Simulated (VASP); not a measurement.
# NaY3 (I4/mmm) in VASP: single point with PBE

Aim: the single point of NaY3 with PBE.

All numbers are computed with VASP 6.6.1; they aren't measurements. Logs are shortened: lines on timing, memory, paths and dates and some standing lists are left out, and cuts for length are marked.

## 1. The cell of the first run

The structure is tetragonal, space group I4/mmm (No. 139). Conventional cell: a = 4.868 Å, b = 4.868 Å, c = 10.669 Å, α = 90.00°, β = 90.00°, γ = 90.00°. Na (site symmetry 4/mmm) has 12 Y at 3.44 to 3.61 Å within 4.5 Å. Within 4.5 Å of Y (site symmetry -4m2) lie 8 Y at 3.44 to 3.61 Å and 4 Na at 3.61 Å. Y (site symmetry 4/mmm) has 4 Na at 3.44 Å and 8 Y at 3.61 Å within 4.5 Å.

## 2. Single point, PBE (strained)

Contents of INCAR:

```
PREC = Accurate
ENCUT = 520
EDIFF = 1E-6
ISMEAR = 0
SIGMA = 0.1
LREAL = F
LASPH = T
NELM = 100
ALGO = Normal
ISIF = 2
LWAVE = F
LCHARG = F
GGA = PE
NBANDS = 28
```

Contents of KPOINTS:

```
regular mesh
0
Gamma
  12 12 12
```

Contents of POSCAR:

```
NaY3
1.0
   -2.4340612032      2.4340612032      5.3343047150
    2.4340612032     -2.4340612032      5.3343047150
    2.4340612032      2.4340612032     -5.3343047150
Na Y
1 3
Direct
    0.0000000000      0.0000000000      0.0000000000
    0.7500000000      0.2500000000      0.5000000000
    0.2500000000      0.7500000000      0.5000000000
    0.5000000000      0.5000000000      0.0000000000
```

Potentials or basis: VASP PAW PBE potentials, release 64 (Na_pv, Y_sv).

On the command line:

```bash
> cat potpaw_PBE.64/Na_pv/POTCAR potpaw_PBE.64/Y_sv/POTCAR > POTCAR
> mpirun -np 1 vasp_std > vasp.out
```

OUTCAR:

```text
PREC = Accurate
   ENCUT = 520
   EDIFF = 1E-6
   ISMEAR = 0
   LREAL = F
   LASPH = T
   NELM = 100
   ISIF = 2
   GGA = PE

 ion  position               nearest neighbor table
   1  0.000  0.000  0.000-   4 3.44   4 3.44   4 3.44   4 3.44
   2  0.750  0.250  0.500-   3 3.44   3 3.44   3 3.44   3 3.44   4 3.61   4 3.61   4 3.61   4 3.61

   3  0.250  0.750  0.500-   2 3.44   2 3.44   2 3.44   2 3.44   4 3.61   4 3.61   4 3.61   4 3.61

   4  0.500  0.500  0.000-   1 3.44   1 3.44   1 3.44   1 3.44   3 3.61   3 3.61   2 3.61   2 3.61
                             3 3.61   2 3.61   3 3.61   2 3.61

  LATTYP: Found a body centered tetragonal cell.
 ALAT       =     4.8681224064
 C/A-ratio  =     2.1915244810

  Lattice vectors:

 A1 = (  -2.4340612032,   2.4340612032,   5.3343047150)
 A2 = (   2.4340612032,  -2.4340612032,   5.3343047150)
 A3 = (   2.4340612032,   2.4340612032,  -5.3343047150)

Analysis of symmetry for initial positions (statically):
=====================================================================
 Subroutine PRICEL returns:
 Original cell was already a primitive cell.

 Routine SETGRP: Setting up the symmetry group for a
 body centered tetragonal supercell.

 Subroutine GETGRP returns: Found 16 space group operations
 (whereof 16 operations were pure point group operations)
 out of a pool of 16 trial point group operations.

The static configuration has the point symmetry D_4h.

Analysis of symmetry for dynamics (positions and initial velocities):
=====================================================================
 Subroutine PRICEL returns:
 Original cell was already a primitive cell.

 Routine SETGRP: Setting up the symmetry group for a
 body centered tetragonal supercell.

 Subroutine GETGRP returns: Found 16 space group operations
 (whereof 16 operations were pure point group operations)
 out of a pool of 16 trial point group operations.

The dynamic configuration has the point symmetry D_4h.

 Subroutine INISYM returns: Found 16 space group operations
 (whereof 16 operations are pure point group operations),
 and found     1 'primitive' translations

----------------------------------------------------------------------------------------

                                     Primitive cell

  volume of cell :     126.4156

  direct lattice vectors                    reciprocal lattice vectors
    -2.434061203  2.434061203  5.334304715     0.000000000  0.205418006  0.093732928
     2.434061203 -2.434061203  5.334304715     0.205418006  0.000000000  0.093732928
     2.434061203  2.434061203 -5.334304715     0.205418006  0.205418006  0.000000000

  length of vectors
     6.348552172  6.348552172  6.348552172     0.225792868  0.225792868  0.290504931

  position of ions in fractional coordinates (direct lattice)
     0.000000000  0.000000000  0.000000000
     0.750000000  0.250000000  0.500000000
     0.250000000  0.750000000  0.500000000
     0.500000000  0.500000000  0.000000000

  ion indices of the primitive-cell ions
   primitive index   ion index
                 1           1
                 2           2
                 3           3
                 4           4

----------------------------------------------------------------------------------------

 KPOINTS: regular mesh

Automatic generation of k-mesh.
 Grid dimensions read from file:
 generate k-points for:   12   12   12

 Generating k-lattice:

  Cartesian coordinates                     Fractional coordinates (reciprocal lattice)
     0.000000000  0.017118167  0.007811077     0.083333333  0.000000000  0.000000000
     0.017118167  0.000000000  0.007811077     0.000000000  0.083333333  0.000000000
     0.017118167  0.017118167  0.000000000     0.000000000  0.000000000  0.083333333

  Length of vectors
     0.018816072  0.018816072  0.024208744

  Shift w.r.t. Gamma in fractional coordinates (k-lattice)
     0.000000000  0.000000000  0.000000000

 Subroutine IBZKPT returns following result:
 ===========================================

 Found    163 irreducible k-points:

 Following reciprocal coordinates:
            Coordinates               Weight
  0.000000  0.000000  0.000000      1.000000
  0.083333 -0.000000  0.000000      8.000000
  0.166667 -0.000000  0.000000      8.000000
  0.250000 -0.000000  0.000000      8.000000
  0.333333 -0.000000  0.000000      8.000000
  0.416667 -0.000000  0.000000      8.000000
[... 16 lines left out ...]
  0.500000  0.166667  0.000000     16.000000
 -0.416667  0.166667 -0.000000     16.000000
 [... further k-points ...]
   k-points           NKPTS =    163   k-points in BZ     NKDIM =    163   number of bands    NBANDS=     28
   number of dos      NEDOS =    301   number of ions     NIONS =      4
   total plane-waves  NPLWV = 110592
   dimension x,y,z NGX =    48 NGY =   48 NGZ =   48
   dimension x,y,z NGXF=    96 NGYF=   96 NGZF=   96
   ions per type =               1   3
   NGX,Y,Z   is equivalent  to a cutoff of  12.57, 12.57, 12.57 a.u.
   NGXF,Y,Z  is equivalent  to a cutoff of  25.14, 25.14, 25.14 a.u.
 SYSTEM =  unknown system
   PREC   = accura    normal or accurate (medium, high low for compatibility)
   ISTART =      0    job   : 0-new  1-cont  2-samecut
   ICHARG =      2    charge: 1-file 2-atom 10-const
   ISPIN  =      1    spin polarized calculation?
   LNONCOLLINEAR =      F non collinear calculations
   LSORBIT =      F    spin-orbit coupling
   LASPH  =      T    aspherical Exc in radial PAW
   ENCUT  =  520.0 eV  38.22 Ry    6.18 a.u.  11.80 11.80 11.80*2*pi/ulx,y,z
   NELM   =    100;   NELMIN=  2; NELMDL= -5     # of ELM steps
   EDIFF  = 0.1E-05   stopping-criterion for ELM
   LREAL  =      F    real-space projection
   EDIFFG = 0.1E-04   stopping-criterion for IOM
   NSW    =      0    number of steps for IOM
   IBRION =     -1    ionic relax: 0-MD 1-quasi-New 2-CG
   NFREE  =      0    steps in history (QN), initial steepest desc. (CG)
   ISIF   =      2    stress and relaxation
   ISYM   =      2    0-nonsym 1-usesym 2-fastsym
   POTIM  = 0.5000    time-step for ionic-motion
   TEBEG  =    0.0;   TEEND  =   0.0 temperature during run
   PSTRESS=    0.0 pullay stress
   NELECT =      40.0000    total number of electrons
   NUPDOWN=      -1.0000    fix difference up-down
   EMIN   =  10.00;   EMAX   =-10.00  energy-range for DOS
   EFERMI =   0.00;   METHOD = LEGACY
   ISMEAR =     0;   SIGMA  =   0.10  broadening in eV -4-tet -1-fermi 0-gaus
   EFERMI_NEDOS =   21; number of points for ismear=-14 and -15
   IALGO  =     38    algorithm
   IMIX   =      4    mixing-type and parameters
     AMIX     =   0.40;   BMIX     =  1.00
     AMIX_MAG =   1.60;   BMIX_MAG =  1.00
  volume/ion in A,a.u.               =      31.60       213.27
  Fermi-wavevector in a.u.,A,eV,Ry     =   1.115564  2.108111 16.932225  1.244483
  Thomas-Fermi vector in A             =   2.252170
   LORBIT       =      0    0 simple, 1 ext, 2 COOP (PROOUT), +10 PAW based schemes
   GGA     = PE    functional components
   LHFCALC =     F    Hartree Fock is set to
   AEXX    =    0.0000 exact exchange contribution
   IVDW    =     0    specifies the selected vdW correction
   LEPSILON=     F    determine dielectric tensor
   LRPA    =     F    only Hartree local field effects (RPA)
 non-spin polarized calculation
 Gauss-broadening in eV      SIGMA  =   0.10
  energy-cutoff  :      520.00
  volume of cell :      126.42
 maximum number of plane-waves:      3427
   NGX = 23   NGY = 23   NGZ = 23

 number of electron      39.9999998 magnetization

 Free energy of the ion-electron system (eV)
  ---------------------------------------------------
  ext. energy  EPLUGINS =         0.00000000
  ---------------------------------------------------
  free energy    TOTEN  =       -19.42399617 eV

  energy without entropy =      -19.38813496  energy(sigma->0) =      -19.40606557

 E-fermi :   2.6092     XC(G=0):  -8.9853

 val. band max:        2.6049337215   @ k =  -0.1667   0.1667   0.0000
 cond. band min:       2.6171584669   @ k =   0.4167   0.4167   0.0833
 fundamental gap:      0.0122247455
 Fermi energy:         2.6091513261

 k-point     1 :       0.0000    0.0000    0.0000
  band No.  band energies     occupation
      1     -40.3487      2.00000
      2     -40.2456      2.00000
      3     -40.1836      2.00000
      4     -21.0810      2.00000
      5     -21.0810      2.00000
      6     -21.0642      2.00000
[... 20 lines left out ...]
     27       5.1720      0.00000
     28       5.3112      0.00000

 k-point     2 :       0.0833   -0.0000    0.0000
  band No.  band energies     occupation
      1     -40.3482      2.00000
      2     -40.2448      2.00000
      3     -40.1848      2.00000
      4     -21.0809      2.00000
      5     -21.0807      2.00000
      6     -21.0640      2.00000
[... 20 lines left out ...]
     27       5.2659      0.00000
     28       5.3802      0.00000

 k-point     3 :       0.1667   -0.0000    0.0000
  band No.  band energies     occupation
      1     -40.3470      2.00000
      2     -40.2425      2.00000
      3     -40.1883      2.00000
      4     -21.0806      2.00000
      5     -21.0799      2.00000
      6     -21.0633      2.00000
[... 20 lines left out ...]
     27       5.4488      0.00000
     28       5.5495      0.00000

 k-point     4 :       0.2500   -0.0000    0.0000
  band No.  band energies     occupation
      1     -40.3453      2.00000
      2     -40.2386      2.00000
      3     -40.1938      2.00000
      4     -21.0800      2.00000
      5     -21.0788      2.00000
      6     -21.0625      2.00000
[... 20 lines left out ...]
     27       5.5144      0.00000
     28       5.7048      0.00000

 k-point     5 :       0.3333   -0.0000    0.0000
  band No.  band energies     occupation
      1     -40.3437      2.00000
      2     -40.2330      2.00000
      3     -40.2009      2.00000
      4     -21.0793      2.00000
      5     -21.0776      2.00000
      6     -21.0616      2.00000
[... 20 lines left out ...]
     27       5.4217      0.00000
     28       5.5898      0.00000

 k-point     6 :       0.4167   -0.0000    0.0000
  band No.  band energies     occupation
      1     -40.3425      2.00000
      2     -40.2259      2.00000
      3     -40.2091      2.00000
      4     -21.0787      2.00000
      5     -21.0768      2.00000
      6     -21.0610      2.00000
[... 463 lines left out ...]
      5     -21.0776      2.00000
      6     -21.0611      2.00000
[... 20 lines left out ...]
     27       5.1707      0.00000
     28       5.4590      0.00000

 k-point    22 :       0.4167    0.1667    0.0000
  band No.  band energies     occupation
      1     -40.3417      2.00000
      2     -40.2254      2.00000
      3     -40.2102      2.00000
      4     -21.0814      2.00000
      5     -21.0786      2.00000
      6     -21.0610      2.00000
[... 20 lines left out ...]
     27       4.9613      0.00000
     28       5.3504      0.00000

 k-point    23 :       0.5000    0.1667    0.0000
  band No.  band energies     occupation
      1     -40.3417      2.00000
      2     -40.2184      2.00000
      3     -40.2172      2.00000
      4     -21.0808      2.00000
      5     -21.0791      2.00000
      6     -21.0611      2.00000
[... 20 lines left out ...]
     27       4.8464      0.00000
     28       5.3089      0.00000

 k-point    24 :      -0.4167    0.1667   -0.0000
  band No.  band energies     occupation
      1     -40.3424      2.00000
      2     -40.2245      2.00000
      3     -40.2104      2.00000
      4     -21.0822      2.00000
      5     -21.0778      2.00000
      6     -21.0615      2.00000
[... 20 lines left out ...]
     27       4.9965      0.00000
     28       5.3642      0.00000

 [... further k-points ...]

------------------------ aborting loop because EDIFF is reached ----------------------------------------

  FORCE on cell =-STRESS in cart. coord.  units (eV):
  Direction    XX          YY          ZZ          XY          YZ          ZX
  --------------------------------------------------------------------------------------
  -------------------------------------------------------------------------------------
  Total        0.6128335      0.6128335      0.7304994      0.0000000     -0.0000000      0.0000000
  in kB        7.7669812      7.7669812      9.2582662      0.0000000     -0.0000000      0.0000000
  external PRESSURE =       8.2640762 kB  Pullay stress =       0.0000000 kB

 VOLUME and BASIS-vectors are now :
 -----------------------------------------------------------------------------
  energy-cutoff  :      520.00
  volume of cell :      126.42
      direct lattice vectors                 reciprocal lattice vectors
    -2.434061203  2.434061203  5.334304715     0.000000000  0.205418006  0.093732928
     2.434061203 -2.434061203  5.334304715     0.205418006  0.000000000  0.093732928
     2.434061203  2.434061203 -5.334304715     0.205418006  0.205418006  0.000000000

 POSITION                                       TOTAL-FORCE (eV/Angst)
 -----------------------------------------------------------------------------------
      0.00000      0.00000      0.00000         0.000000      0.000000     -0.000000
      0.00000      2.43406      2.66715         0.000000      0.000000     -0.000000
      2.43406      0.00000      2.66715        -0.000000     -0.000000      0.000000
      0.00000      0.00000      5.33430         0.000000      0.000000     -0.000000
 -----------------------------------------------------------------------------------
    total drift:                                0.000000     -0.000000      0.000000

  FREE ENERGIE OF THE ION-ELECTRON SYSTEM (eV)
  ---------------------------------------------------
  free  energy   TOTEN  =       -19.4239961730 eV

  energy  without entropy=      -19.3881349609  energy(sigma->0) =      -19.40606557
```

Wall time 9 min (1 thread of AMD EPYC 9R45 (Zen 5), shared host); peak memory 0.67 GiB.

Results:

```yaml
Free_energy: -19.4240 eV
Pressure: 0.8 GPa
Band_gap_on_the_k_mesh: zero (band 20 reaches 2.91 eV, above the bottom of band 21 at 2.30 eV)
```

Caveat: the cell differs from its parent crystal (strained).
